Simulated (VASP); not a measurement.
# Ge (R-3m) in VASP: a series of runs

Runs on Ge. Level: PBE. Tasks: single point.

Everything below comes from runs of VASP 6.6.1. Logs are shortened: lines on timing, memory, paths and dates and some standing lists are left out, and cuts for length are marked.

### Step 1. The cell of the first run

The structure is trigonal, space group R-3m (No. 166). The conventional cell has a = 4.065 Å, b = 4.065 Å, c = 9.957 Å, α = 90.00°, β = 90.00°, γ = 120.00°. Within 2.1 Å of Ge (site symmetry 3m) lie 1 Ge at 1.59 Å.

### Step 2. Single point, PBE (shortest bond scaled by 0.64)

INCAR reads:

```
SYSTEM = Ge
ALGO = Normal
EDIFF = 1E-6
ENCUT = 520
GGA = PE
ISIF = 2
ISMEAR = -1
LASPH = .True.
LCHARG = .False.
LREAL = .False.
LWAVE = .False.
NBANDS = 21
NELM = 100
PREC = Accurate
SIGMA = 0.05
```

KPOINTS reads:

```
k-points
0
Gamma
  9 9 9
  0 0 0
```

POSCAR reads:

```
Ge
1.0
    0.0000000000      2.8744485395      2.8744485395
    2.8744485395      0.0000000000      2.8744485395
    2.8744485395      2.8744485395      0.0000000000
Ge
2
Direct
   -0.2600000000     -0.0800000000     -0.0800000000
    0.2600000000      0.0800000000      0.0800000000
```

Potentials or basis: VASP PAW PBE potentials, release 64 (Ge_d).

The run is started by

```bash
cat potpaw_PBE.64/Ge_d/POTCAR > POTCAR
mpirun -np 1 vasp_std > vasp.out
```

OUTCAR:

```text
SYSTEM = Ge
   EDIFF = 1E-6
   ENCUT = 520
   GGA = PE
   ISIF = 2
   ISMEAR = -1
   LASPH = .True.
   LREAL = .False.
   NELM = 100
   PREC = Accurate

 ion  position               nearest neighbor table
   1  0.740  0.920  0.920-   2 1.59   2 2.91   2 2.91   2 2.91
   2  0.260  0.080  0.080-   1 1.59   1 2.91   1 2.91   1 2.91

  LATTYP: Found a face centered cubic cell.
 ALAT       =     5.7488970790

  Lattice vectors:

 A1 = (   0.0000000000,   2.8744485395,   2.8744485395)
 A2 = (   2.8744485395,   0.0000000000,   2.8744485395)
 A3 = (   2.8744485395,   2.8744485395,   0.0000000000)

Analysis of symmetry for initial positions (statically):
=====================================================================
 Subroutine PRICEL returns:
 Original cell was already a primitive cell.

 Routine SETGRP: Setting up the symmetry group for a
 face centered cubic supercell.

 Subroutine GETGRP returns: Found 12 space group operations
 (whereof  4 operations were pure point group operations)
 out of a pool of 48 trial point group operations.

The static configuration has the point symmetry C_2h.
 The point group associated with its full space group is D_3d.

Analysis of symmetry for dynamics (positions and initial velocities):
=====================================================================
 Subroutine PRICEL returns:
 Original cell was already a primitive cell.

 Routine SETGRP: Setting up the symmetry group for a
 face centered cubic supercell.

 Subroutine GETGRP returns: Found 12 space group operations
 (whereof  4 operations were pure point group operations)
 out of a pool of 48 trial point group operations.

The dynamic configuration has the point symmetry C_2h.
 The point group associated with its full space group is D_3d.

 Subroutine INISYM returns: Found 12 space group operations
 (whereof  4 operations are pure point group operations),
 and found     1 'primitive' translations

----------------------------------------------------------------------------------------

                                     Primitive cell

  volume of cell :      47.5000

  direct lattice vectors                    reciprocal lattice vectors
     0.000000000  2.874448539  2.874448539    -0.173946409  0.173946409  0.173946409
     2.874448539  0.000000000  2.874448539     0.173946409 -0.173946409  0.173946409
     2.874448539  2.874448539  0.000000000     0.173946409  0.173946409 -0.173946409

  length of vectors
     4.065084109  4.065084109  4.065084109     0.301284017  0.301284017  0.301284017

  position of ions in fractional coordinates (direct lattice)
     0.740000000  0.920000000  0.920000000
     0.260000000  0.080000000  0.080000000

  ion indices of the primitive-cell ions
   primitive index   ion index
                 1           1
                 2           2

----------------------------------------------------------------------------------------

 KPOINTS: k-points

Automatic generation of k-mesh.
 Grid dimensions read from file:
 generate k-points for:    9    9    9

 Generating k-lattice:

  Cartesian coordinates                     Fractional coordinates (reciprocal lattice)
    -0.019327379  0.019327379  0.019327379     0.111111111  0.000000000  0.000000000
     0.019327379 -0.019327379  0.019327379     0.000000000  0.111111111  0.000000000
     0.019327379  0.019327379 -0.019327379     0.000000000  0.000000000  0.111111111

  Length of vectors
     0.033476002  0.033476002  0.033476002

  Shift w.r.t. Gamma in fractional coordinates (k-lattice)
     0.000000000  0.000000000  0.000000000

 Subroutine IBZKPT returns following result:
 ===========================================

 Found     85 irreducible k-points:

 Following reciprocal coordinates:
            Coordinates               Weight
  0.000000  0.000000  0.000000      1.000000
  0.111111  0.000000  0.000000      2.000000
  0.000000  0.111111  0.000000      6.000000
  0.222222  0.000000  0.000000      2.000000
  0.000000  0.222222  0.000000      6.000000
  0.333333  0.000000  0.000000      2.000000
[... 16 lines left out ...]
 -0.333333  0.111111  0.000000      6.000000
  0.000000 -0.333333  0.111111     12.000000
 [... further k-points ...]
   k-points           NKPTS =     85   k-points in BZ     NKDIM =     85   number of bands    NBANDS=     21
   number of dos      NEDOS =    301   number of ions     NIONS =      2
   total plane-waves  NPLWV =  27000
   dimension x,y,z NGX =    30 NGY =   30 NGZ =   30
   dimension x,y,z NGXF=    60 NGYF=   60 NGZF=   60
   ions per type =               2
   NGX,Y,Z   is equivalent  to a cutoff of  12.27, 12.27, 12.27 a.u.
   NGXF,Y,Z  is equivalent  to a cutoff of  24.54, 24.54, 24.54 a.u.
 SYSTEM =  Ge
   PREC   = accura    normal or accurate (medium, high low for compatibility)
   ISTART =      0    job   : 0-new  1-cont  2-samecut
   ICHARG =      2    charge: 1-file 2-atom 10-const
   ISPIN  =      1    spin polarized calculation?
   LNONCOLLINEAR =      F non collinear calculations
   LSORBIT =      F    spin-orbit coupling
   LASPH  =      T    aspherical Exc in radial PAW
   ENCUT  =  520.0 eV  38.22 Ry    6.18 a.u.   7.56  7.56  7.56*2*pi/ulx,y,z
   NELM   =    100;   NELMIN=  2; NELMDL= -5     # of ELM steps
   EDIFF  = 0.1E-05   stopping-criterion for ELM
   LREAL  =      F    real-space projection
   EDIFFG = 0.1E-04   stopping-criterion for IOM
   NSW    =      0    number of steps for IOM
   IBRION =     -1    ionic relax: 0-MD 1-quasi-New 2-CG
   NFREE  =      0    steps in history (QN), initial steepest desc. (CG)
   ISIF   =      2    stress and relaxation
   ISYM   =      2    0-nonsym 1-usesym 2-fastsym
   POTIM  = 0.5000    time-step for ionic-motion
   TEBEG  =    0.0;   TEEND  =   0.0 temperature during run
   PSTRESS=    0.0 pullay stress
   NELECT =      28.0000    total number of electrons
   NUPDOWN=      -1.0000    fix difference up-down
   EMIN   =  10.00;   EMAX   =-10.00  energy-range for DOS
   EFERMI =   0.00;   METHOD = LEGACY
   ISMEAR =    -1;   SIGMA  =   0.05  broadening in eV -4-tet -1-fermi 0-gaus
   EFERMI_NEDOS =   21; number of points for ismear=-14 and -15
   IALGO  =     38    algorithm
   IMIX   =      4    mixing-type and parameters
     AMIX     =   0.40;   BMIX     =  1.00
     AMIX_MAG =   1.60;   BMIX_MAG =  1.00
  volume/ion in A,a.u.               =      23.75       160.27
  Fermi-wavevector in a.u.,A,eV,Ry     =   1.372660  2.593951 25.636035  1.884195
  Thomas-Fermi vector in A             =   2.498247
   LORBIT       =      0    0 simple, 1 ext, 2 COOP (PROOUT), +10 PAW based schemes
   GGA     = PE    functional components
   LHFCALC =     F    Hartree Fock is set to
   AEXX    =    0.0000 exact exchange contribution
   IVDW    =     0    specifies the selected vdW correction
   LEPSILON=     F    determine dielectric tensor
   LRPA    =     F    only Hartree local field effects (RPA)
 non-spin polarized calculation
  energy-cutoff  :      520.00
  volume of cell :       47.50
 maximum number of plane-waves:      1299
   NGX = 15   NGY = 15   NGZ = 15

 number of electron      28.0000011 magnetization

 Free energy of the ion-electron system (eV)
  ---------------------------------------------------
  ext. energy  EPLUGINS =         0.00000000
  ---------------------------------------------------
  free energy    TOTEN  =         2.01633004 eV

  energy without entropy =        2.02396285  energy(sigma->0) =        2.02014644

 E-fermi :   3.6173     XC(G=0):  -9.6370

 val. band max:        3.6136395955   @ k =   0.0000  -0.3333   0.2222
 cond. band min:       3.6328177720   @ k =   0.1111   0.1111   0.0000
 fundamental gap:      0.0191781765
 Fermi energy:         3.6172944723

 k-point     1 :       0.0000    0.0000    0.0000
  band No.  band energies     occupation
      1     -23.8789      2.00000
      2     -22.6732      2.00000
      3     -22.6732      2.00000
      4     -21.4594      2.00000
      5     -21.4594      2.00000
      6     -21.1381      2.00000
[... 13 lines left out ...]
     20      13.8141      0.00000
     21      13.8141      0.00000

 k-point     2 :       0.1111    0.0000    0.0000
  band No.  band energies     occupation
      1     -23.8810      2.00000
      2     -22.6772      2.00000
      3     -22.6772      2.00000
      4     -21.4582      2.00000
      5     -21.4582      2.00000
      6     -21.1400      2.00000
[... 13 lines left out ...]
     20      12.6428      0.00000
     21      12.6428      0.00000

 k-point     3 :       0.0000    0.1111    0.0000
  band No.  band energies     occupation
      1     -23.8796      2.00000
      2     -22.6764      2.00000
      3     -22.6730      2.00000
      4     -21.4600      2.00000
      5     -21.4576      2.00000
      6     -21.1399      2.00000
[... 13 lines left out ...]
     20      13.2393      0.00000
     21      13.4473      0.00000

 k-point     4 :       0.2222    0.0000    0.0000
  band No.  band energies     occupation
      1     -23.8861      2.00000
      2     -22.6868      2.00000
      3     -22.6868      2.00000
      4     -21.4559      2.00000
      5     -21.4559      2.00000
      6     -21.1429      2.00000
[... 13 lines left out ...]
     20      11.7648      0.00000
     21      13.4825      0.00000

 k-point     5 :       0.0000    0.2222    0.0000
  band No.  band energies     occupation
      1     -23.8812      2.00000
      2     -22.6843      2.00000
      3     -22.6722      2.00000
      4     -21.4615      2.00000
      5     -21.4532      2.00000
      6     -21.1443      2.00000
[... 13 lines left out ...]
     20      12.6453      0.00000
     21      13.3519      0.00000

 k-point     6 :       0.3333    0.0000    0.0000
  band No.  band energies     occupation
      1     -23.8920      2.00000
      2     -22.6975      2.00000
      3     -22.6975      2.00000
      4     -21.4549      2.00000
      5     -21.4549      2.00000
      6     -21.1435      2.00000
[... 13 lines left out ...]
     20      12.0944      0.00000
     21      12.9447      0.00000

 k-point     7 :       0.0000    0.3333    0.0000
  band No.  band energies     occupation
      1     -23.8831      2.00000
      2     -22.6932      2.00000
      3     -22.6714      2.00000
      4     -21.4631      2.00000
      5     -21.4484      2.00000
      6     -21.1488      2.00000
[... 13 lines left out ...]
     20      12.9328      0.00000
     21      14.3497      0.00000
[... 291 lines left out ...]
      1     -23.8958      2.00000
      2     -22.7046      2.00000
      3     -22.7044      2.00000
      4     -21.4552      2.00000
      5     -21.4546      2.00000
      6     -21.1422      2.00000
[... 13 lines left out ...]
     20      13.6360      0.00000
     21      14.1339      0.00000

 k-point    21 :       0.0000   -0.4444    0.1111
  band No.  band energies     occupation
      1     -23.8850      2.00000
      2     -22.6994      2.00000
      3     -22.6730      2.00000
      4     -21.4635      2.00000
      5     -21.4454      2.00000
      6     -21.1507      2.00000
[... 13 lines left out ...]
     20      13.8958      0.00000
     21      16.0803      0.00000

 k-point    22 :       0.1111    0.0000   -0.4444
  band No.  band energies     occupation
      1     -23.8857      2.00000
      2     -22.6998      2.00000
      3     -22.6750      2.00000
      4     -21.4622      2.00000
      5     -21.4465      2.00000
      6     -21.1504      2.00000
[... 13 lines left out ...]
     20      14.4351      0.00000
     21      15.6089      0.00000

 k-point    23 :      -0.3333    0.1111    0.0000
  band No.  band energies     occupation
      1     -23.8933      2.00000
      2     -22.7029      2.00000
      3     -22.6969      2.00000
      4     -21.4569      2.00000
      5     -21.4526      2.00000
      6     -21.1452      2.00000
[... 13 lines left out ...]
     20      13.0943      0.00000
     21      14.1903      0.00000

 k-point    24 :       0.0000   -0.3333    0.1111
  band No.  band energies     occupation
      1     -23.8837      2.00000
      2     -22.6940      2.00000
      3     -22.6736      2.00000
      4     -21.4619      2.00000
      5     -21.4486      2.00000
      6     -21.1478      2.00000
[... 13 lines left out ...]
     20      13.1430      0.00000
     21      16.5525      0.00000

 [... further k-points ...]
[... 5 lines left out ...]
  --------------------------------------------------------------------------------------
  -------------------------------------------------------------------------------------
  Total       19.8921388     19.8921388     19.8921388    -20.8704270     20.8704270    -20.8704270
  in kB      670.9628178    670.9628178    670.9628178   -703.9605260    703.9605260   -703.9605260
  external PRESSURE =     670.9628178 kB  Pullay stress =       0.0000000 kB

 VOLUME and BASIS-vectors are now :
 -----------------------------------------------------------------------------
  energy-cutoff  :      520.00
  volume of cell :       47.50
      direct lattice vectors                 reciprocal lattice vectors
     0.000000000  2.874448539  2.874448539    -0.173946409  0.173946409  0.173946409
     2.874448539  0.000000000  2.874448539     0.173946409 -0.173946409  0.173946409
     2.874448539  2.874448539  0.000000000     0.173946409  0.173946409 -0.173946409

 POSITION                                       TOTAL-FORCE (eV/Angst)
 -----------------------------------------------------------------------------------
      5.28899      4.77158      4.77158       -23.592695     23.592695     23.592695
      0.45991      0.97731      0.97731        23.592695    -23.592695    -23.592695
 -----------------------------------------------------------------------------------
    total drift:                                0.000000      0.000000      0.000000

  FREE ENERGIE OF THE ION-ELECTRON SYSTEM (eV)
  ---------------------------------------------------
  free  energy   TOTEN  =         2.0163300395 eV

  energy  without entropy=        2.0239628495  energy(sigma->0) =        2.02014644
```

Wall time 42 s (1 thread of AMD EPYC 9R45 (Zen 5), shared host); peak memory 0.17 GiB.

Results:

```yaml
Free_energy: 2.0163 eV
Pressure: 67.1 GPa
Largest_force: 40.864 eV/Å
Band_gap_on_the_k_mesh: zero (band 14 reaches 4.08 eV, above the bottom of band 15 at 2.77 eV)
```

Forces in eV/Å, atoms in the order of the input:
```
Ge  -23.593  23.593  23.593
Ge   23.593 -23.593 -23.593
```

Caveat: the cell differs from its parent crystal (shortest bond scaled by 0.64); forces of over 1 eV/Å act on the atoms, so gaps and moduli don't describe the material at rest.

### Step 3. Single point, PBE

INCAR reads:

```
SYSTEM = Ge
  PREC = Accurate
  ENCUT = 520
  EDIFF = 1E-6
  ISMEAR = -1
  SIGMA = 0.05
  LREAL = .False.
  LASPH = .True.
  NELM = 100
  ALGO = Normal
  ISIF = 2
  LWAVE = .False.
  LCHARG = .False.
  GGA = PE
  ISYM = 0
  NBANDS = 21
```

KPOINTS reads:

```
regular mesh
0
Gamma
  9 9 9
  0 0 0
```

POSCAR reads:

```
Ge
1.0
    0.0000000000      2.8744485395      2.8744485395
    2.8744485395      0.0000000000      2.8744485395
    2.8744485395      2.8744485395      0.0000000000
Ge
2
Direct
   -0.1925000000     -0.1025000000     -0.1025000000
    0.1925000000      0.1025000000      0.1025000000
```

Potentials or basis: VASP PAW PBE potentials, release 64 (Ge_d).

The run is started by

```bash
cat potpaw_PBE.64/Ge_d/POTCAR > POTCAR
mpirun -np 1 vasp_std > vasp.out
```

Wall time 2.4 min (1 thread of AMD EPYC 9R45 (Zen 5), shared host); peak memory 0.36 GiB.

Results (log left out):

- Free energy: -7.5240 eV
- Pressure: 10.1 GPa
- Largest force: 8.156 eV/Å
- Band gap on the k mesh: zero (band 14 reaches 5.78 eV, above the bottom of band 15 at 4.23 eV)

Forces on the atoms (eV/Å):
```
Ge  -4.709  4.709  4.709
Ge   4.709 -4.709 -4.709
```

Stress tensor (GPa, compression positive):
```
 10.05 -14.25 -14.25
-14.25  10.05  14.25
-14.25  14.25  10.05
```

Levels at points of the mesh, in eV from the Fermi level:
```csv
k point,band 11,band 12,band 13,band 14,band 15,band 16,band 17,band 18
"(0.00, 0.00, 0.00)",-12.69,-1.92,-0.42,1.30,1.30,1.31,1.31,4.53
```

Caveat: forces of over 1 eV/Å act on the atoms, so gaps and moduli don't describe the material at rest.
